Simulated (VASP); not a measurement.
# GaN (F-43m) in VASP: a series of runs, part 2 of 2

VASP 6.6.1. Earlier steps stand in the parts before.

## Step 3: Single point, LDA

This run uses another cell than the first one, of 11.67 Å³/atom, 0.969 times its volume.

The input, INCAR:

```
ALGO = Normal
EDIFF = 1E-7
ENCUT = 520
ISIF = 2
ISMEAR = -1
LASPH = True
LCHARG = False
LREAL = False
LWAVE = False
NBANDS = 16
NELM = 100
PREC = Accurate
SIGMA = 0.05
```

The input, KPOINTS:

```
k-points
0
Gamma
  10 10 10
```

The input, POSCAR:

```
GaN
1.0
    0.0000000000      2.2684248875      2.2684248875
    2.2684248875      0.0000000000      2.2684248875
    2.2684248875      2.2684248875      0.0000000000
Ga N
1 1
Direct
    0.0000000000      0.0000000000      0.0000000000
    0.2500000000      0.2500000000      0.2500000000
```

Potentials or basis: VASP PAW LDA potentials, release 64 (Ga_d, N).

Command:

```
> cat potpaw_LDA.64/Ga_d/POTCAR potpaw_LDA.64/N/POTCAR > POTCAR
> mpirun -np 1 vasp_std > vasp.out
```

OUTCAR:

```text
EDIFF = 1E-7
   ENCUT = 520
   ISIF = 2
   ISMEAR = -1
   LASPH = True
   LREAL = False
   NELM = 100
   PREC = Accurate

 ion  position               nearest neighbor table
   1  0.000  0.000  0.000-   2 1.96   2 1.96   2 1.96   2 1.96
   2  0.250  0.250  0.250-   1 1.96   1 1.96   1 1.96   1 1.96

  LATTYP: Found a face centered cubic cell.
 ALAT       =     4.5368497750

  Lattice vectors:

 A1 = (   0.0000000000,   2.2684248875,   2.2684248875)
 A2 = (   2.2684248875,   0.0000000000,   2.2684248875)
 A3 = (   2.2684248875,   2.2684248875,   0.0000000000)

Analysis of symmetry for initial positions (statically):
=====================================================================
 Subroutine PRICEL returns:
 Original cell was already a primitive cell.

 Routine SETGRP: Setting up the symmetry group for a
 face centered cubic supercell.

 Subroutine GETGRP returns: Found 24 space group operations
 (whereof 24 operations were pure point group operations)
 out of a pool of 48 trial point group operations.

The static configuration has the point symmetry T_d .

[... 153 lines left out ...]
  ext. energy  EPLUGINS =         0.00000000
  ---------------------------------------------------
  free energy    TOTEN  =       -13.91269955 eV

  energy without entropy =      -13.91269955  energy(sigma->0) =      -13.91269955

 E-fermi :   5.6638     XC(G=0): -12.0131

 val. band max:        4.8146485081   @ k =   0.0000   0.0000   0.0000
 cond. band min:       6.4339737843   @ k =   0.0000   0.0000   0.0000
 fundamental gap:      1.6193252763
 Fermi energy:         5.6637641376

 k-point     1 :       0.0000    0.0000    0.0000
  band No.  band energies     occupation
      1     -10.8191      2.00000
      2      -8.7215      2.00000
      3      -8.7215      2.00000
      4      -8.7215      2.00000
      5      -8.4228      2.00000
      6      -8.4228      2.00000
[... 433 lines left out ...]
      3      -8.5109      2.00000
      4      -8.5104      2.00000
      5      -8.3653      2.00000
      6      -7.3490      2.00000
[... 8 lines left out ...]
     15      26.6569      0.00000
     16      26.9220      0.00000

 [... further k-points ...]
[... 5 lines left out ...]
  --------------------------------------------------------------------------------------
  -------------------------------------------------------------------------------------
  Total       -1.2913419     -1.2913419     -1.2913419      0.0000000     -0.0000000      0.0000000
  in kB      -88.6234424    -88.6234424    -88.6234424      0.0000000     -0.0000000      0.0000000
  external PRESSURE =     -88.6234424 kB  Pullay stress =       0.0000000 kB

 VOLUME and BASIS-vectors are now :
 -----------------------------------------------------------------------------
  energy-cutoff  :      520.00
  volume of cell :       23.35
      direct lattice vectors                 reciprocal lattice vectors
     0.000000000  2.268424888  2.268424888    -0.220417261  0.220417261  0.220417261
     2.268424888  0.000000000  2.268424888     0.220417261 -0.220417261  0.220417261
     2.268424888  2.268424888  0.000000000     0.220417261  0.220417261 -0.220417261

 POSITION                                       TOTAL-FORCE (eV/Angst)
 -----------------------------------------------------------------------------------
      0.00000      0.00000      0.00000        -0.000000     -0.000000     -0.000000
      1.13421      1.13421      1.13421         0.000000      0.000000      0.000000
 -----------------------------------------------------------------------------------
    total drift:                                0.000002      0.000002      0.000001

  FREE ENERGIE OF THE ION-ELECTRON SYSTEM (eV)
  ---------------------------------------------------
  free  energy   TOTEN  =       -13.9126995469 eV

  energy  without entropy=      -13.9126995461  energy(sigma->0) =      -13.91269955
```

Wall time 11 s (1 thread of Intel Xeon Platinum 8259CL at 2.50GHz (Skylake/Cascade Lake), shared host); peak memory 0.13 GiB.

Results:

| Item | Value |
| --- | --- |
| Free energy | -13.9127 eV |
| Pressure | -8.9 GPa |
| Band gap on the k mesh | 1.62 eV, direct |

Levels at points of the mesh, in eV from the valence-band top:
```
           k point  band 6  band 7  band 8  band 9  band 10  band 11  band 12  band 13
(0.00, 0.00, 0.00)  -13.24    0.00    0.00    0.00     1.62     9.99     9.99     9.99
(0.50, 0.00, 0.00)  -11.85   -6.99   -0.95   -0.95     4.41     8.50    10.10    10.10
(0.50, 0.50, 0.00)  -11.36   -6.12   -2.66   -2.66     3.24     6.37    11.37    13.55
```

A hybrid or GW would open this gap; LDA tends to underestimate it.

## Step 4: Single point, LDA

This run uses another cell than the first one, of 11.90 Å³/atom, 0.988 times its volume.

The input, INCAR:

```
SYSTEM = GaN
PREC = Accurate
ENCUT = 520
EDIFF = 1E-6
ISMEAR = -1
SIGMA = 0.05
LREAL = .FALSE.
LASPH = .TRUE.
NELM = 80
ALGO = Normal
ISIF = 2
LWAVE = .FALSE.
LCHARG = .FALSE.
NBANDS = 16
```

The input, KPOINTS:

```
regular mesh
0
G
  10 10 10
  0 0 0
```

The input, POSCAR:

```
GaN
1.0
    0.0000000000      2.2831553320      2.2831553320
    2.2831553320      0.0000000000      2.2831553320
    2.2831553320      2.2831553320      0.0000000000
Ga N
1 1
Direct
    0.0000000000      0.0000000000      0.0000000000
    0.2500000000      0.2500000000      0.2500000000
```

Command:

```
> cat potpaw_LDA.64/Ga_d/POTCAR potpaw_LDA.64/N/POTCAR > POTCAR
> mpirun -np 1 vasp_std > vasp.out
```

Run time: 9.8 s. Hardware: 1 thread of Intel Xeon Platinum 8259CL at 2.50GHz (Skylake/Cascade Lake), shared host; peak memory 0.13 GiB.

It converged, with:

- Free energy: -13.8833 eV
- Pressure: -11.8 GPa
- Band gap on the k mesh: 1.49 eV, direct

Levels at points of the mesh, in eV from the valence-band top:
```tsv
k point	band 5	band 6	band 7	band 8	band 9	band 10	band 11	band 12	band 13	band 14
(0.00, 0.00, 0.00)	-13.24	-13.24	0.00	0.00	0.00	1.49	9.87	9.87	9.87	16.79
(0.50, 0.00, 0.00)	-13.20	-11.84	-6.87	-0.93	-0.93	4.28	8.40	10.00	10.00	15.07
(0.50, 0.50, 0.00)	-13.17	-11.36	-6.05	-2.60	-2.60	3.24	6.25	11.23	13.35	13.35
```

A hybrid or GW would open this gap; LDA tends to underestimate it.

## Step 5: Single point, PBEsol+D3(BJ)

This run uses another cell than the first one, of 12.13 Å³/atom, 1.007 times its volume.

The input, INCAR:

```
SYSTEM = GaN
PREC = Accurate
ENCUT = 520
EDIFF = 1E-6
ISMEAR = -1
SIGMA = 0.05
LREAL = .False.
LASPH = .True.
NELM = 100
ALGO = Normal
ISIF = 2
LWAVE = .False.
LCHARG = .True.
GGA = PS
IVDW = 12
LELF = .True.
LVHAR = .True.
NBANDS = 16
```

The input, KPOINTS:

```
regular mesh
0
Gamma
  10 10 10
  0 0 0
```

The input, POSCAR:

```
GaN
1.0
    0.0000000000      2.2976981147      2.2976981147
    2.2976981147      0.0000000000      2.2976981147
    2.2976981147      2.2976981147      0.0000000000
Ga N
1 1
Direct
    0.0000000000      0.0000000000      0.0000000000
    0.2500000000      0.2500000000      0.2500000000
```

Potentials or basis: VASP PAW PBE potentials, release 64 (Ga_d, N).

Command:

```
> cat potpaw_PBE.64/Ga_d/POTCAR potpaw_PBE.64/N/POTCAR > POTCAR
> mpirun -np 1 vasp_std > vasp.out
```

It took 12 s on 1 thread of Intel Xeon Platinum 8259CL at 2.50GHz (Skylake/Cascade Lake), shared host; peak memory 0.15 GiB.

Results (log left out):

```yaml
Free_energy: -13.4847 eV
Pressure: -13.4 GPa
Band_gap_on_the_k_mesh: 1.31 eV, direct
Dispersion_energy_per_atom: -0.208 eV
```

Levels at points of the mesh, in eV from the valence-band top:
| k point | band 6 | band 7 | band 8 | band 9 | band 10 | band 11 | band 12 | band 13 |
| --- | --- | --- | --- | --- | --- | --- | --- | --- |
| (0.00, 0.00, 0.00) | -13.09 | 0.00 | 0.00 | 0.00 | 1.31 | 9.84 | 9.84 | 9.84 |
| (0.50, 0.00, 0.00) | -11.83 | -6.74 | -0.91 | -0.91 | 4.17 | 8.34 | 9.96 | 9.96 |
| (0.50, 0.50, 0.00) | -11.40 | -5.94 | -2.54 | -2.54 | 3.21 | 6.22 | 11.17 | 13.27 |

Caveat: the PAW data sets were made with another functional, which shifts forces and pressure a little. PBEsol gaps usually lie below the measured ones, often by a third to a half.

## Step 6: The runs side by side

| level | potentials or basis | cell | gap on the mesh (eV) | pressure (GPa) |
| --- | --- | --- | --- | --- |
| RPBE | VASP PAW PBE potentials, release 64 (Ga_d, N) | a = 3.242 Å, angles 60.0°, 2 atoms | 1.45 | -0.1 |
| LDA | VASP PAW LDA potentials, release 64 (Ga_d, N) | a = 3.208 Å, angles 60.0°, 2 atoms | 1.62 | -8.9 |
| LDA | VASP PAW LDA potentials, release 64 (Ga_d, N) | a = 3.229 Å, angles 60.0°, 2 atoms | 1.49 | -11.8 |
| PBEsol+D3(BJ) | VASP PAW PBE potentials, release 64 (Ga_d, N) | a = 3.249 Å, angles 60.0°, 2 atoms | 1.31 | -13.4 |

Alike in all rows: task single point; no spin polarisation; k mesh 10 × 10 × 10; cutoff (eV) 520; smearing fermi-dirac 0.05 eV.

Caveats: the PAW data sets were made with another functional, which shifts forces and pressure a little (some runs).

Absolute energies hang on the potentials; compare differences alone.
